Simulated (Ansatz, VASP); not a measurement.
**Rb in VASP and in Ansatz**

```
Rb
1.0
    -2.95451    2.95451    2.73085
     2.95451   -2.95451    2.73085
     2.95451    2.95451   -2.73085
Rb
1
Direct
  0.00000 0.00000 0.00000
```

Alike in both runs: task electric field gradients; functional r2SCAN; k mesh 10 × 10 × 10; occupations fermi-dirac, width 0.08 eV; no spin polarisation.

```csv
,VASP,Ansatz
version,VASP 6.6.1,Ansatz 0.2.0
potentials or method,"VASP PAW PBE potentials, release 64 (Rb_sv), cutoff 520 eV","all-electron PAW with datasets made for the crystal, scalar-relativistic"
```

```tsv
	VASP	Ansatz	Ansatz less VASP
pressure (GPa)	0.0	0.0	0.00
size of Vzz on the site where it differs most (V/Å²)	0.5	0.6	+0.04
```

VASP's potentials were made for PBE, not for r2SCAN. Ansatz ran all-electron here, and VASP with PAW potentials.
